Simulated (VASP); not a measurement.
# FeSi (P2_13) in VASP: a series of runs, part 2 of 2

VASP 6.6.1.

### Step 3. Relaxation of the atoms, PBE (9.24 Å³/atom)

This run uses another cell than the first one, of 9.24 Å³/atom.

Contents of INCAR:

```
PREC     = Accurate       # precision mode
ENCUT    = 520            # plane-wave cutoff, eV
EDIFF    = 1E-6           # SCF threshold, eV
ISMEAR   = 0              # smearing method
SIGMA    = 0.05           # smearing width, eV
LREAL    = False          # projectors in reciprocal space
LASPH    = True           # aspherical terms in the spheres
NELM     = 80             # most SCF steps
ALGO     = Normal         # electronic algorithm
ISIF     = 2              # what is computed and relaxed
LWAVE    = False          # write WAVECAR
LCHARG   = False          # write CHGCAR
GGA      = PE             # functional
IBRION   = 2              # ionic algorithm
NSW      = 60             # ionic steps
EDIFFG   = -0.01          # ionic threshold
```

Contents of KPOINTS:

```
regular mesh
0
Gamma
  8 8 8
```

Contents of POSCAR:

```
FeSi
1.0
    4.1969079469      0.0000000000      0.0000000000
    0.0000000000      4.1969079469      0.0000000000
    0.0000000000      0.0000000000      4.1969079469
Fe Si
4 4
Direct
    0.1405712693      0.1405712693      0.1405712693
    0.3594287307      0.8594287307      0.6405712693
    0.6405712693      0.3594287307      0.8594287307
    0.8594287307      0.6405712693      0.3594287307
    0.8427911600      0.8427911600      0.8427911600
    0.6572088400      0.1572088400      0.3427911600
    0.3427911600      0.6572088400      0.1572088400
    0.1572088400      0.3427911600      0.6572088400
```

Potentials or basis: VASP PAW PBE potentials, release 64 (Fe, Si).

Command:

```
$ cat potpaw_PBE.64/Fe/POTCAR potpaw_PBE.64/Si/POTCAR > POTCAR
$ mpirun -np 1 vasp_std > vasp.out
```

OUTCAR:

```text
PREC = Accurate
   ENCUT = 520
   EDIFF = 1E-6
   ISMEAR = 0
   LREAL = False
   LASPH = True
   NELM = 80
   ISIF = 2
   GGA = PE
   IBRION = 2
   NSW = 60
   EDIFFG = -0.01

 ion  position               nearest neighbor table
   1  0.141  0.141  0.141-   5 2.16   6 2.20   7 2.20   8 2.20   7 2.33   8 2.33   6 2.33   3 2.58
                             4 2.58   2 2.58   2 2.58   4 2.58   3 2.58
   2  0.359  0.859  0.641-   6 2.16   5 2.20   7 2.20   8 2.20   7 2.33   8 2.33   5 2.33   1 2.58
                             1 2.58   3 2.58   3 2.58   4 2.58   4 2.58
   3  0.641  0.359  0.859-   7 2.16   6 2.20   5 2.20   8 2.20   8 2.33   6 2.33   5 2.33   1 2.58
                             4 2.58   2 2.58   2 2.58   4 2.58   1 2.58
   4  0.859  0.641  0.359-   8 2.16   6 2.20   7 2.20   5 2.20   6 2.33   5 2.33   7 2.33   1 2.58
                             3 2.58   2 2.58   1 2.58   2 2.58   3 2.58
   5  0.843  0.843  0.843-   1 2.16   2 2.20   3 2.20   4 2.20   3 2.33   4 2.33   2 2.33   6 2.60
                             7 2.60   8 2.60   6 2.60   8 2.60   7 2.60
   6  0.657  0.157  0.343-   2 2.16   1 2.20   3 2.20   4 2.20   3 2.33   4 2.33   1 2.33   8 2.60
                             5 2.60   5 2.60   7 2.60   7 2.60   8 2.60
   7  0.343  0.657  0.157-   3 2.16   2 2.20   1 2.20   4 2.20   4 2.33   2 2.33   1 2.33   8 2.60
                             5 2.60   8 2.60   6 2.60   6 2.60   5 2.60
   8  0.157  0.343  0.657-   4 2.16   2 2.20   3 2.20   1 2.20   2 2.33   1 2.33   3 2.33   7 2.60
                             5 2.60   7 2.60   5 2.60   6 2.60   6 2.60

  LATTYP: Found a simple cubic cell.
 ALAT       =     4.1969079469

  Lattice vectors:

 A1 = (   4.1969079469,   0.0000000000,   0.0000000000)
 A2 = (   0.0000000000,   4.1969079469,   0.0000000000)
 A3 = (   0.0000000000,   0.0000000000,   4.1969079469)

Analysis of symmetry for initial positions (statically):
=====================================================================
 Subroutine PRICEL returns:
 Original cell was already a primitive cell.

 Routine SETGRP: Setting up the symmetry group for a
 simple cubic supercell.

 Subroutine GETGRP returns: Found 12 space group operations
 (whereof  3 operations were pure point group operations)
[... 161 lines left out ...]
 conjugate gradient relaxation of ions
 non-spin polarized calculation
 Gauss-broadening in eV      SIGMA  =   0.05
  energy-cutoff  :      520.00
  volume of cell :       73.92
 maximum number of plane-waves:      2012
   NGX = 15   NGY = 15   NGZ = 15

--------------------------------------- Ionic step        1  -------------------------------------------

 number of electron      48.0000005 magnetization

 Free energy of the ion-electron system (eV)
  ---------------------------------------------------
  ext. energy  EPLUGINS =         0.00000000
  ---------------------------------------------------
  free energy    TOTEN  =       -56.62271488 eV

  energy without entropy =      -56.62234240  energy(sigma->0) =      -56.62252864

------------------------ aborting loop because EDIFF is reached ----------------------------------------

  FORCE on cell =-STRESS in cart. coord.  units (eV):
  Direction    XX          YY          ZZ          XY          YZ          ZX
  --------------------------------------------------------------------------------------
  -------------------------------------------------------------------------------------
  Total       26.7495191     26.7495191     26.7495191      0.0000000      0.0000000     -0.0000000
  in kB      579.7466268    579.7466268    579.7466268      0.0000000      0.0000000     -0.0000000
  external PRESSURE =     579.7466268 kB  Pullay stress =       0.0000000 kB
[... 71 lines left out ...]
--------------------------------------- Ionic step        3  -------------------------------------------

 number of electron      48.0000007 magnetization

 Free energy of the ion-electron system (eV)
  ---------------------------------------------------
  ext. energy  EPLUGINS =         0.00000000
  ---------------------------------------------------
  free energy    TOTEN  =       -56.62811449 eV

  energy without entropy =      -56.62755941  energy(sigma->0) =      -56.62783695

 E-fermi :  12.2333     XC(G=0): -13.6934

 val. band max:       12.1593431057   @ k =   0.5000   0.0000   0.0000
 cond. band min:      12.3092034179   @ k =   0.3750   0.1250   0.1250
 fundamental gap:      0.1498603122
 Fermi energy:        12.2332913084

 k-point     1 :       0.0000    0.0000    0.0000
  band No.  band energies     occupation
      1      -2.5384      2.00000
      2       3.3899      2.00000
      3       3.3899      2.00000
      4       3.3899      2.00000
      5       6.3253      2.00000
      6       6.3253      2.00000
[... 757 lines left out ...]
     28      14.9419      0.00000
     29      15.3265      0.00000

 [... further k-points ...]

------------------------ aborting loop because EDIFF is reached ----------------------------------------

  FORCE on cell =-STRESS in cart. coord.  units (eV):
  Direction    XX          YY          ZZ          XY          YZ          ZX
  --------------------------------------------------------------------------------------
  -------------------------------------------------------------------------------------
  Total       26.5506924     26.5506924     26.5506924      0.0000000      0.0000000     -0.0000000
  in kB      575.4374238    575.4374238    575.4374238      0.0000000      0.0000000     -0.0000000
  external PRESSURE =     575.4374238 kB  Pullay stress =       0.0000000 kB
[... 23 lines left out ...]
  FREE ENERGIE OF THE ION-ELECTRON SYSTEM (eV)
  ---------------------------------------------------
  free  energy   TOTEN  =       -56.6281144926 eV

  energy  without entropy=      -56.6275594111  energy(sigma->0) =      -56.62783695

 reached required accuracy - stopping structural energy minimisation
```

Wall time 86 s (1 thread of AMD EPYC 9R45 (Zen 5), shared host); peak memory 0.2 GiB.

What came out:

| Item | Value |
| --- | --- |
| Free energy | -56.6281 eV |
| Energy gained by relaxing | 0.7 meV/atom |
| Ionic steps | 3 |
| Pressure after relaxing | 57.5 GPa |
| Band gap on the k mesh | 0.15 eV (least direct gap 0.18 eV) |

Forces on the atoms (eV/Å):
```
Fe   0.000  0.000  0.000
Fe   0.000  0.000  0.000
Fe   0.000  0.000  0.000
Fe   0.000  0.000  0.000
Si   0.001  0.001  0.001
Si  -0.001 -0.001  0.001
Si   0.001 -0.001 -0.001
Si  -0.001  0.001 -0.001
```

The path:
```csv
step,energy change (eV),largest force (eV/Å),pressure (GPa)
1,0.0000,0.2283,57.97
2,-0.0054,0.0136,57.56
3,-0.0054,0.0020,57.54
```

Final structure:
```yaml
crystal:
  lattice:
    - [4.19691, 0.00000, 0.00000]
    - [0.00000, 4.19691, 0.00000]
    - [0.00000, 0.00000, 4.19691]
  atoms:
    - { symbol: Fe, position: [0.14201, 0.14201, 0.14201] }
    - { symbol: Fe, position: [0.35799, 0.85799, 0.64201] }
    - { symbol: Fe, position: [0.64201, 0.35799, 0.85799] }
    - { symbol: Fe, position: [0.85799, 0.64201, 0.35799] }
    - { symbol: Si, position: [0.84331, 0.84331, 0.84331] }
    - { symbol: Si, position: [0.65669, 0.15669, 0.34331] }
    - { symbol: Si, position: [0.34331, 0.65669, 0.15669] }
    - { symbol: Si, position: [0.15669, 0.34331, 0.65669] }
```

Levels at points of the mesh, in eV from the valence-band top:
| k point | band 21 | band 22 | band 23 | band 24 | band 25 | band 26 | band 27 | band 28 |
| --- | --- | --- | --- | --- | --- | --- | --- | --- |
| (0.00, 0.00, 0.00) | -0.39 | -0.39 | -0.10 | -0.10 | 0.84 | 0.84 | 0.84 | 3.94 |
| (0.50, 0.00, 0.00) | -0.53 | -0.53 | 0.00 | 0.00 | 0.20 | 0.20 | 2.10 | 2.10 |
| (0.50, 0.50, 0.00) | -1.28 | -1.28 | -0.48 | -0.48 | 0.77 | 0.77 | 1.66 | 1.66 |
| (0.50, 0.50, 0.50) | -0.91 | -0.91 | -0.91 | -0.91 | 0.60 | 0.60 | 0.60 | 0.60 |
